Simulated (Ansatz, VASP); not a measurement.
## AlSn: VASP beside Ansatz

POSCAR

```
AlSn
1.0
    4.1981056157      0.0000000000      0.0000000000
   -2.0990528078      3.6356661109      0.0000000000
    0.0000000000      0.0000000000      3.3068470000
Sn Al
1 1
Direct
    0.3333333333      0.6666666667      0.5000000000
    0.0000000000      0.0000000000      0.0000000000
```

The input INCAR.step1:

```
SYSTEM = AlSn
PREC     = Accurate       ! precision mode
ENCUT    = 520            ! plane-wave cutoff, eV
EDIFF    = 1E-5           ! SCF threshold, eV
ISMEAR   = -1             ! smearing method
SIGMA    = 0.05           ! smearing width, eV
LREAL    = .False.        ! projectors in reciprocal space
LASPH    = .True.         ! aspherical terms in the spheres
NELM     = 80             ! most SCF steps
ALGO     = Normal         ! electronic algorithm
ISIF     = 2              ! what is computed and relaxed
LWAVE    = .True.         ! write WAVECAR
LCHARG   = .False.        ! write CHGCAR
NBANDS   = 16             ! bands
GGA      = PE             ! functional
```

File INCAR.step2:

```
SYSTEM = AlSn
PREC     = Accurate       ! precision mode
ENCUT    = 520            ! plane-wave cutoff, eV
EDIFF    = 1E-7           ! SCF threshold, eV
ISMEAR   = -1             ! smearing method
SIGMA    = 0.05           ! smearing width, eV
LREAL    = .False.        ! projectors in reciprocal space
LASPH    = .True.         ! aspherical terms in the spheres
NELM     = 80             ! most SCF steps
ALGO     = Normal         ! electronic algorithm
ISIF     = 2              ! what is computed and relaxed
LWAVE    = .False.        ! write WAVECAR
LCHARG   = .False.        ! write CHGCAR
METAGGA  = R2SCAN         ! meta-GGA
LHFCALC  = .True.         ! exact exchange
AEXX     = 0.5            ! exact-exchange fraction
LMIXTAU  = .True.       
PRECFOCK = Normal       
NBANDS   = 16             ! bands
ISTART   = 1
```

File KPOINTS:

```
regular mesh
0
Gamma
  4 4 4
  0 0 0
```

File input:

```
crystal:
  lattice:
    - [4.1981056157, 0.0, 0.0]
    - [-2.0990528078, 3.6356661109, 0.0]
    - [0.0, 0.0, 3.306847]
  atoms:
    - { symbol: Sn, position: [0.3333333333, 0.6666666667, 0.5] }
    - { symbol: Al, position: [0.0, 0.0, 0.0] }
hamiltonian:
  xc: r2scan50
  pseudopotentials: { kind: paw }
kpoints:
  mp_grid: { grid: [4, 4, 4] }
scf:
  occupations: { method: fermi_dirac, width: 0.05 }
output:
  forces: true
  stress: true
  eigenvalues: true
```

Alike in both runs: task single point; functional r2SCAN50; k mesh 4 × 4 × 4; occupations fermi-dirac, width 0.05 eV; no spin polarisation.

|  | VASP | Ansatz |
| --- | --- | --- |
| version | VASP 6.6.1 | Ansatz 0.2.0 |
| potentials or method | VASP PAW PBE potentials, release 64 (Sn_d, Al) | Ansatz PAW |
| plane-wave cutoff (eV) | 520 | 500 |
| valence electrons in the cell | 17 | 17 |

```csv
,VASP,Ansatz,Ansatz less VASP
gap on the k mesh at the Fermi level (eV),none,none,-
pressure (GPa),-1.1,-0.9,+0.18
"traceless stress, the component that is largest in VASP (GPa)",8.43,8.24,-0.192
```

VASP's potentials were made for PBE, not for r2SCAN50. A gap of «none» marks a metal or a gap that the smearing closes. With one functional, cell and mesh, what is left measures potentials, basis and numerics.

The k mesh is coarse, so the values compare programs but aren't converged.
